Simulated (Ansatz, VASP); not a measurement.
# BaTe: VASP beside Ansatz

Contents of POSCAR:

```
BaTe
1.0
    0.0000000000      3.9529152408      3.9529152408
    3.9529152408      0.0000000000      3.9529152408
    3.9529152408      3.9529152408      0.0000000000
Ba Te
1 1
Direct
    0.0000000000      0.0000000000      0.0000000000
    0.2500000000      0.2500000000      0.2500000000
```

The input INCAR.step1:

```
SYSTEM = BaTe
PREC = Accurate
ENCUT = 520
ISMEAR = 0
SIGMA = 0.01
LREAL = .FALSE.
LASPH = .TRUE.
NELM = 60
NBANDS = 15
GGA = PE
ALGO = Normal
EDIFF = 1E-4
LWAVE = .TRUE.
LCHARG = .FALSE.
```

Contents of INCAR.step2:

```
SYSTEM = BaTe
PREC = Accurate
ENCUT = 520
EDIFF = 1E-6
ISMEAR = 0
SIGMA = 0.01
LREAL = .FALSE.
LASPH = .TRUE.
NELM = 60
ALGO = Normal
ISIF = 2
LWAVE = .FALSE.
LCHARG = .TRUE.
METAGGA = R2SCAN
LMIXTAU = .TRUE.
LELF = .TRUE.
LVHAR = .TRUE.
NBANDS = 15
ISTART = 1
```

Contents of KPOINTS:

```
Automatic mesh
0
G
  6 6 6
  0 0 0
```

Input for Ansatz:

```yaml
crystal:
  lattice:
    - [0.0, 3.9529152408, 3.9529152408]
    - [3.9529152408, 0.0, 3.9529152408]
    - [3.9529152408, 3.9529152408, 0.0]
  atoms:
    - { symbol: Ba, position: [0.0, 0.0, 0.0] }
    - { symbol: Te, position: [0.25, 0.25, 0.25] }
kpoints:
  mp_grid: { grid: [6, 6, 6] }
hamiltonian:
  xc: r2scan
scf:
  occupations: { method: fixed }
  n_extra_bands: 4
output:
  forces: true
  stress: true
  eigenvalues: true
```

Alike in both runs: task single point; functional r2SCAN; k mesh 6 × 6 × 6; no spin polarisation.

```csv
,VASP,Ansatz
version,VASP 6.6.1,Ansatz 0.2.0
potentials or method,"VASP PAW PBE potentials, release 64 (Ba_sv, Te)","plane waves, PAW"
plane-wave cutoff (eV),520,500
occupations,"gaussian, width 0.01 eV",fixed
valence electrons in the cell,16,26
```

|  | VASP | Ansatz | Ansatz less VASP |
| --- | --- | --- | --- |
| gap on the k mesh at the Fermi level (eV) | 2.91 | 2.90 | -0.006 |
| pressure (GPa) | -0.4 | -0.6 | -0.18 |

VASP's potentials were made for PBE, not for r2SCAN. VASP's potentials hold 16 valence electrons a cell and Ansatz's 26, so a difference there can come from the potentials and not from the codes.

Spin-orbit coupling is off throughout.
